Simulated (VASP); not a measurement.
Crystal: SiC2.

```
Si C
1.0
    -2.57441    3.38065    1.80972
     2.57441   -3.38065    1.80972
     2.57441    3.38065   -1.80972
Si C
2 4
Direct
  0.00000 0.50000 0.00000
  0.00000 0.00000 0.50000
  0.88246 0.80594 0.07651
  0.22943 0.80594 0.42349
  0.11754 0.19406 0.92349
  0.77057 0.19406 0.57651
```

```yaml
Program: VASP 6.6.1
Task: relaxation of cell and atoms
Functional: PBE
Potentials_or_basis: VASP PAW PBE potentials, release 64 (Si, C)
Cutoff: 600 eV
k_mesh: 6 × 6 × 6
Occupations: gaussian, width 0.1 eV
Spin: no spin polarisation
```

At the start: pressure 28.2 GPa; volume 10.50 Å³/atom.

Question: Where does the relaxation end?

Answer: Over 31 steps the energy falls by 1059.5 meV/atom and the volume is 10.58 Å³/atom (+0.8 %); space group Imma (No. 74, to 0.05 Å).

Step by step:
```tsv
step	energy change (eV)	largest force (eV/Å)	pressure (GPa)	volume (Å³)
1	0.0000	7.0522	28.24	63.00
2	4.8614	36.5042	37.71	79.20
3	-4.3868	2.4567	-12.67	71.54
4	-4.3975	2.6035	-12.87	71.10
5	-3.8060	10.7968	23.98	64.29
6	-4.8227	2.8721	-1.54	68.19
7	-5.3343	2.0829	6.44	64.42
8	-5.3787	1.3222	4.10	65.20
9	-5.7023	1.2982	4.33	65.63
10	-5.8555	3.0526	0.20	66.32
11	-5.8852	2.2999	2.12	66.09
12	-6.1442	0.6538	0.95	66.72
13	-6.2186	1.0042	-0.03	67.34
14	-6.2813	0.3243	-5.86	67.79
15	-6.2856	0.1537	-4.73	67.71
16	-6.3146	0.0798	-2.91	66.67
17	-6.3294	0.0435	-0.55	65.39
18	-6.3296	0.0479	-0.22	65.22
19	-6.3354	0.0574	-0.33	64.99
20	-6.3469	0.3637	-0.59	64.29
21	-6.3349	0.9443	-1.02	62.88
22	-6.3487	0.5107	-0.71	63.94
23	-6.3510	0.4449	-0.55	63.84
24	-6.3556	0.2409	-0.05	63.54
25	-6.3542	0.2012	1.03	62.93
26	-6.3567	0.0793	0.36	63.30
27	-6.3567	0.0715	0.39	63.29
28	-6.3568	0.0626	0.33	63.32
29	-6.3571	0.0404	0.16	63.40
30	-6.3572	0.0514	-0.19	63.57
31	-6.3572	0.0374	-0.07	63.51
```

Final structure:
```
CELL_PARAMETERS angstrom
-2.68836 3.80671 1.55137
2.68836 -3.80671 1.55137
2.68836 3.80671 -1.55137
ATOMIC_POSITIONS crystal
Si 0.00000 0.50000 0.00000
Si 0.00000 0.00000 0.50000
C 0.02213 0.93894 0.08319
C 0.35574 0.93894 0.41681
C 0.97787 0.06106 0.91681
C 0.64426 0.06106 0.58319
```
